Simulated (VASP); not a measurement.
# CdS (P6_3mc) in VASP: notebook

Aim: see how the results for CdS move with the level of theory and the settings. Levels: PBE, r2SCAN. Tasks: single point.

All numbers are computed with VASP 6.6.1; they aren't measurements. Logs are shortened: lines on timing, memory, paths and dates and some standing lists are left out, and cuts for length are marked.

## Step 1: The cell of the first run

The structure is hexagonal, space group P6_3mc (No. 186). The conventional cell has a = 4.165 Å, b = 4.165 Å, c = 6.766 Å, α = 90.00°, β = 90.00°, γ = 120.00°. Within 3.4 Å of Cd (site symmetry 3m) lie 4 S at 2.54 to 2.55 Å. S (site symmetry 3m) has 4 Cd at 2.54 to 2.55 Å within 3.4 Å.

## Step 2: Single point, PBE

INCAR reads:

```
SYSTEM = CdS
  PREC = Accurate
  ENCUT = 520
  EDIFF = 1E-6
  ISMEAR = 0
  SIGMA = 0.01
  LREAL = .False.
  LASPH = .True.
  NELM = 60
  ALGO = Normal
  ISIF = 2
  LWAVE = .False.
  LCHARG = .False.
  GGA = PE
  NBANDS = 26
```

KPOINTS reads:

```
Automatic mesh
0
Gamma
  6 6 4
  0 0 0
```

POSCAR reads:

```
CdS
1.0
    4.1646012771      0.0000000000      0.0000000000
   -2.0823006386      3.6066505026      0.0000000000
    0.0000000000      0.0000000000      6.7660104931
Cd S
2 2
Direct
    0.3333333333      0.6666666667     -0.0009631163
    0.6666666667      0.3333333333      0.4990368837
    0.3333333333      0.6666666667      0.3759631163
    0.6666666667      0.3333333333      0.8759631163
```

Potentials or basis: VASP PAW PBE potentials, release 64 (Cd, S).

The run is started by

```bash
$ cat potpaw_PBE.64/Cd/POTCAR potpaw_PBE.64/S/POTCAR > POTCAR
$ mpirun -np 1 vasp_std > vasp.out
```

OUTCAR:

```text
SYSTEM = CdS
   PREC = Accurate
   ENCUT = 520
   EDIFF = 1E-6
   ISMEAR = 0
   LREAL = .False.
   LASPH = .True.
   NELM = 60
   ISIF = 2
   GGA = PE

 ion  position               nearest neighbor table
   1  0.333  0.667  0.999-   4 2.54   4 2.54   4 2.54   3 2.55
   2  0.667  0.333  0.499-   3 2.54   3 2.54   3 2.54   4 2.55
   3  0.333  0.667  0.376-   2 2.54   2 2.54   2 2.54   1 2.55
   4  0.667  0.333  0.876-   1 2.54   1 2.54   1 2.54   2 2.55

  LATTYP: Found a hexagonal cell.
 ALAT       =     4.1646012771
 C/A-ratio  =     1.6246478457

  Lattice vectors:

 A1 = (   4.1646012771,   0.0000000000,   0.0000000000)
 A2 = (  -2.0823006386,   3.6066505026,   0.0000000000)
 A3 = (   0.0000000000,   0.0000000000,   6.7660104931)

Analysis of symmetry for initial positions (statically):
=====================================================================
 Subroutine PRICEL returns:
 Original cell was already a primitive cell.

 Routine SETGRP: Setting up the symmetry group for a
 hexagonal supercell.

 Subroutine GETGRP returns: Found 12 space group operations
 (whereof  6 operations were pure point group operations)
 out of a pool of 24 trial point group operations.

The static configuration has the point symmetry C_3v.
 The point group associated with its full space group is C_6v.

Analysis of symmetry for dynamics (positions and initial velocities):
=====================================================================
 Subroutine PRICEL returns:
 Original cell was already a primitive cell.

 Routine SETGRP: Setting up the symmetry group for a
 hexagonal supercell.

 Subroutine GETGRP returns: Found 12 space group operations
 (whereof  6 operations were pure point group operations)
 out of a pool of 24 trial point group operations.

The dynamic configuration has the point symmetry C_3v.
 The point group associated with its full space group is C_6v.

 Subroutine INISYM returns: Found 12 space group operations
 (whereof  6 operations are pure point group operations),
 and found     1 'primitive' translations

----------------------------------------------------------------------------------------

                                     Primitive cell

  volume of cell :     101.6272

  direct lattice vectors                    reciprocal lattice vectors
     4.164601277  0.000000000  0.000000000     0.240119025  0.138632784  0.000000000
    -2.082300639  3.606650503  0.000000000     0.000000000  0.277265568  0.000000000
     0.000000000  0.000000000  6.766010493     0.000000000  0.000000000  0.147797583

  length of vectors
     4.164601277  4.164601277  6.766010493     0.277265568  0.277265568  0.147797583

  position of ions in fractional coordinates (direct lattice)
     0.333333333  0.666666667  0.999036884
     0.666666667  0.333333333  0.499036884
     0.333333333  0.666666667  0.375963116
     0.666666667  0.333333333  0.875963116

  ion indices of the primitive-cell ions
   primitive index   ion index
                 1           1
                 2           2
                 3           3
                 4           4

----------------------------------------------------------------------------------------

 KPOINTS: Automatic mesh

Automatic generation of k-mesh.
 Grid dimensions read from file:
 generate k-points for:    6    6    4

 Generating k-lattice:

  Cartesian coordinates                     Fractional coordinates (reciprocal lattice)
     0.040019838  0.023105464  0.000000000     0.166666667  0.000000000  0.000000000
     0.000000000  0.046210928  0.000000000     0.000000000  0.166666667  0.000000000
     0.000000000  0.000000000  0.036949396     0.000000000  0.000000000  0.250000000

  Length of vectors
     0.046210928  0.046210928  0.036949396

  Shift w.r.t. Gamma in fractional coordinates (k-lattice)
     0.000000000  0.000000000  0.000000000

 Subroutine IBZKPT returns following result:
 ===========================================

 Found     21 irreducible k-points:

 Following reciprocal coordinates:
            Coordinates               Weight
  0.000000  0.000000  0.000000      1.000000
  0.166667 -0.000000  0.000000      6.000000
  0.333333 -0.000000  0.000000      6.000000
  0.500000 -0.000000  0.000000      3.000000
  0.166667  0.166667  0.000000      6.000000
  0.333333  0.166667  0.000000     12.000000
[... 13 lines left out ...]
  0.333333  0.166667  0.500000     12.000000
  0.333333  0.333333  0.500000      2.000000
   k-points           NKPTS =     21   k-points in BZ     NKDIM =     21   number of bands    NBANDS=     26
   number of dos      NEDOS =    301   number of ions     NIONS =      4
   total plane-waves  NPLWV =  51200
   dimension x,y,z NGX =    32 NGY =   32 NGZ =   50
   dimension x,y,z NGXF=    64 NGYF=   64 NGZF=  100
   ions per type =               2   2
   NGX,Y,Z   is equivalent  to a cutoff of  12.77, 12.77, 12.29 a.u.
   NGXF,Y,Z  is equivalent  to a cutoff of  25.55, 25.55, 24.57 a.u.
 SYSTEM =  CdS
   PREC   = accura    normal or accurate (medium, high low for compatibility)
   ISTART =      0    job   : 0-new  1-cont  2-samecut
   ICHARG =      2    charge: 1-file 2-atom 10-const
   ISPIN  =      1    spin polarized calculation?
   LNONCOLLINEAR =      F non collinear calculations
   LSORBIT =      F    spin-orbit coupling
   LASPH  =      T    aspherical Exc in radial PAW
   ENCUT  =  520.0 eV  38.22 Ry    6.18 a.u.   7.74  7.74 12.58*2*pi/ulx,y,z
   NELM   =     60;   NELMIN=  2; NELMDL= -5     # of ELM steps
   EDIFF  = 0.1E-05   stopping-criterion for ELM
   LREAL  =      F    real-space projection
   EDIFFG = 0.1E-04   stopping-criterion for IOM
   NSW    =      0    number of steps for IOM
   IBRION =     -1    ionic relax: 0-MD 1-quasi-New 2-CG
   NFREE  =      0    steps in history (QN), initial steepest desc. (CG)
   ISIF   =      2    stress and relaxation
   ISYM   =      2    0-nonsym 1-usesym 2-fastsym
   POTIM  = 0.5000    time-step for ionic-motion
   TEBEG  =    0.0;   TEEND  =   0.0 temperature during run
   PSTRESS=    0.0 pullay stress
   NELECT =      36.0000    total number of electrons
   NUPDOWN=      -1.0000    fix difference up-down
   EMIN   =  10.00;   EMAX   =-10.00  energy-range for DOS
   EFERMI =   0.00;   METHOD = LEGACY
   ISMEAR =     0;   SIGMA  =   0.01  broadening in eV -4-tet -1-fermi 0-gaus
   EFERMI_NEDOS =   21; number of points for ismear=-14 and -15
   IALGO  =     38    algorithm
   IMIX   =      4    mixing-type and parameters
     AMIX     =   0.40;   BMIX     =  1.00
     AMIX_MAG =   1.60;   BMIX_MAG =  1.00
  volume/ion in A,a.u.               =      25.41       171.45
  Fermi-wavevector in a.u.,A,eV,Ry     =   1.158348  2.188960 18.255881  1.341769
  Thomas-Fermi vector in A             =   2.294951
   LORBIT       =      0    0 simple, 1 ext, 2 COOP (PROOUT), +10 PAW based schemes
   GGA     = PE    functional components
   LHFCALC =     F    Hartree Fock is set to
   AEXX    =    0.0000 exact exchange contribution
   IVDW    =     0    specifies the selected vdW correction
   LEPSILON=     F    determine dielectric tensor
   LRPA    =     F    only Hartree local field effects (RPA)
 non-spin polarized calculation
 Gauss-broadening in eV      SIGMA  =   0.01
  energy-cutoff  :      520.00
  volume of cell :      101.63
 maximum number of plane-waves:      2786
 NGX is ok and might be reduce to    32
   NGX = 15   NGY = 15   NGZ = 25

 number of electron      35.9999998 magnetization

 Free energy of the ion-electron system (eV)
  ---------------------------------------------------
  ext. energy  EPLUGINS =         0.00000000
  ---------------------------------------------------
  free energy    TOTEN  =       -12.28148423 eV

  energy without entropy =      -12.28148423  energy(sigma->0) =      -12.28148423

 E-fermi :   1.1916     XC(G=0):  -9.0320

 val. band max:        1.1103486526   @ k =   0.0000   0.0000   0.0000
 cond. band min:       2.2845129119   @ k =   0.0000   0.0000   0.0000
 fundamental gap:      1.1741642593
 Fermi energy:         1.1915947315

 k-point     1 :       0.0000    0.0000    0.0000
  band No.  band energies     occupation
      1     -11.1173      2.00000
      2     -10.7065      2.00000
      3      -6.5128      2.00000
      4      -6.5077      2.00000
      5      -6.5077      2.00000
      6      -6.4282      2.00000
[... 18 lines left out ...]
     25       8.6785      0.00000
     26       8.7636      0.00000

 k-point     2 :       0.1667   -0.0000    0.0000
  band No.  band energies     occupation
      1     -11.0270      2.00000
      2     -10.6678      2.00000
      3      -6.4837      2.00000
      4      -6.4720      2.00000
      5      -6.4359      2.00000
      6      -6.3823      2.00000
[... 18 lines left out ...]
     25       8.6231      0.00000
     26       9.2430      0.00000

 k-point     3 :       0.3333   -0.0000    0.0000
  band No.  band energies     occupation
      1     -10.8322      2.00000
      2     -10.6033      2.00000
      3      -6.4326      2.00000
      4      -6.4173      2.00000
      5      -6.2977      2.00000
      6      -6.2746      2.00000
[... 18 lines left out ...]
     25       9.4377      0.00000
     26       9.8900      0.00000

 k-point     4 :       0.5000   -0.0000    0.0000
  band No.  band energies     occupation
      1     -10.7171      2.00000
      2     -10.5884      2.00000
      3      -6.4176      2.00000
      4      -6.4005      2.00000
      5      -6.2262      2.00000
      6      -6.2222      2.00000
[... 18 lines left out ...]
     25       9.4866      0.00000
     26      11.1713      0.00000
[... 409 lines left out ...]
      1     -10.7423      2.00000
      2     -10.7423      2.00000
      3      -6.3895      2.00000
      4      -6.3895      2.00000
      5      -6.3639      2.00000
      6      -6.3639      2.00000
[... 18 lines left out ...]
     25       9.0965      0.00000
     26       9.0965      0.00000

 k-point    20 :       0.3333    0.1667    0.5000
  band No.  band energies     occupation
      1     -10.6438      2.00000
      2     -10.6438      2.00000
      3      -6.3626      2.00000
      4      -6.3626      2.00000
      5      -6.3178      2.00000
      6      -6.3178      2.00000
[... 18 lines left out ...]
     25       9.5585      0.00000
     26       9.5585      0.00000

 k-point    21 :       0.3333    0.3333    0.5000
  band No.  band energies     occupation
      1     -10.6121      2.00000
      2     -10.6121      2.00000
      3      -6.3333      2.00000
      4      -6.3333      2.00000
      5      -6.3174      2.00000
      6      -6.3174      2.00000
[... 18 lines left out ...]
     25      10.4448      0.00000
     26      10.4448      0.00000

------------------------ aborting loop because EDIFF is reached ----------------------------------------

  FORCE on cell =-STRESS in cart. coord.  units (eV):
  Direction    XX          YY          ZZ          XY          YZ          ZX
  --------------------------------------------------------------------------------------
  -------------------------------------------------------------------------------------
  Total        1.0670102      1.0670102      1.1054501     -0.0000000      0.0000000      0.0000000
  in kB       16.8216659     16.8216659     17.4276801     -0.0000000      0.0000000      0.0000000
  external PRESSURE =      17.0236706 kB  Pullay stress =       0.0000000 kB

 VOLUME and BASIS-vectors are now :
 -----------------------------------------------------------------------------
  energy-cutoff  :      520.00
  volume of cell :      101.63
      direct lattice vectors                 reciprocal lattice vectors
     4.164601277  0.000000000  0.000000000     0.240119025  0.138632784  0.000000000
    -2.082300639  3.606650503  0.000000000     0.000000000  0.277265568  0.000000000
     0.000000000  0.000000000  6.766010493     0.000000000  0.000000000  0.147797583

 POSITION                                       TOTAL-FORCE (eV/Angst)
 -----------------------------------------------------------------------------------
     -0.00000      2.40443      6.75949        -0.000000     -0.000000      0.001977
      2.08230      1.20222      3.37649        -0.000000      0.000000      0.001977
     -0.00000      2.40443      2.54377         0.000000     -0.000000     -0.001977
      2.08230      1.20222      5.92678        -0.000000      0.000000     -0.001977
 -----------------------------------------------------------------------------------
    total drift:                               -0.000000     -0.000000     -0.001025

  FREE ENERGIE OF THE ION-ELECTRON SYSTEM (eV)
  ---------------------------------------------------
  free  energy   TOTEN  =       -12.2814842263 eV

  energy  without entropy=      -12.2814842263  energy(sigma->0) =      -12.28148423
```

Wall time 78 s (1 thread of Intel Xeon 8259CL, shared host); peak memory 0.23 GiB.

What came out:

| Quantity | Value |
| --- | --- |
| Free energy | -12.2815 eV |
| Pressure | 1.7 GPa |
| Band gap on the k mesh | 1.17 eV, direct |

Expect the measured gap to be larger: semilocal functionals such as PBE lack the derivative discontinuity.

[end of part 1 of 2]
